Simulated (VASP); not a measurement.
**AlH: single point with PBE**

The system is AlH.

```xyz
2
Lattice="1.4969 0.8642 2.4663 -1.4969 0.8642 2.4663 0.0000 -1.7285 2.4663" Properties=species:S:1:pos:R:3 pbc="T T T"
Al    0.0000    0.0000    0.0000
H     0.0000    0.0000    3.6994
```

```json
{
 "Program": "VASP 6.6.1",
 "Task": "single point",
 "Functional": "PBE",
 "Potentials or basis": "VASP PAW PBE potentials, release 64 (Al, H)",
 "Cutoff": "500 eV",
 "k mesh": "6 × 6 × 6",
 "Occupations": "gaussian, width 0.1 eV",
 "Spin": "no spin polarisation",
 "Dipole correction": "no",
 "Further INCAR settings": "ALGO = Normal; EDIFF = 1e-06; NBANDS = 9"
}
```

```json
{
 "Pressure": "0.1 GPa",
 "Band gap on the k mesh": "zero (bands 2 and 3 overlap by 9.00 eV)"
}
```

Stress tensor (GPa, compression positive):
```
-1.66  0.00  0.00
 0.00 -1.66  0.00
 0.00  0.00  3.52
```

Levels at points of the mesh, in eV from the Fermi level:
```csv
k point,band 1,band 2,band 3,band 4,band 5,band 6,band 7
"(0.00, 0.00, 0.00)",-12.73,7.04,10.63,10.83,10.91,10.91,11.08
"(0.50, 0.00, 0.00)",-7.97,-5.19,6.45,8.91,9.05,9.07,9.14
"(0.50, 0.50, 0.00)",-6.28,-3.66,3.37,3.53,3.72,4.47,22.10
"(0.50, 0.50, 0.50)",-8.04,-5.31,6.59,9.12,9.12,9.26,9.26
```

It took 2.2 s on 1 thread of Intel(R) Xeon(R) 6975P-C (Granite Rapids), on a shared host, peak memory 0.12 GiB.

Caveat: the k points lie up to 0.43 Å⁻¹ apart, too coarse for converged energies and pressures of a metal.
